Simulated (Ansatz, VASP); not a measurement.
## Be4TeSe3 in VASP and in Ansatz

```
Be Te Se
1.0
     5.05900    0.00000    0.00000
     0.00000    5.05900    0.00000
     0.00000    0.00000    5.02979
Be Te Se
4 1 3
Direct
  0.00000 0.50000 0.00000
  0.50000 0.00000 0.00000
  0.00000 0.00000 0.50000
  0.50000 0.50000 0.50000
  0.00000 0.00000 0.00000
  0.00000 0.50000 0.50000
  0.50000 0.00000 0.50000
  0.50000 0.50000 0.00000
```

Alike in both runs: functional PBE; k mesh 3 × 3 × 2; occupations gaussian, width 0.15 eV; no spin polarisation.

Ansatz relaxed the structure, and its values are those at the end. VASP's run is a single point on that final structure, the one shown.

|  | VASP | Ansatz |
| --- | --- | --- |
| version | VASP 6.6.1 | Ansatz 0.2.0 |
| potentials or method | VASP PAW PBE potentials, release 64 (Be, Te, Se), cutoff 600 eV | scalar-relativistic, plane waves, PAW |
| valence electrons in the cell | 32 | 72 |

```tsv
	VASP	Ansatz	Ansatz less VASP
gap on the k mesh at the Fermi level (eV)	none	none	-
pressure (GPa)	0.2	0.1	-0.12
```

A gap of «none» marks a metal or a gap that the smearing closes. The functional is the same, so the differences come from potentials, cutoffs and numerics. VASP's potentials hold 32 valence electrons a cell and Ansatz's 72, so a difference there can come from the potentials and not from the codes.

The k mesh is coarse, so the values compare programs but aren't converged. Spin-orbit coupling is off throughout.
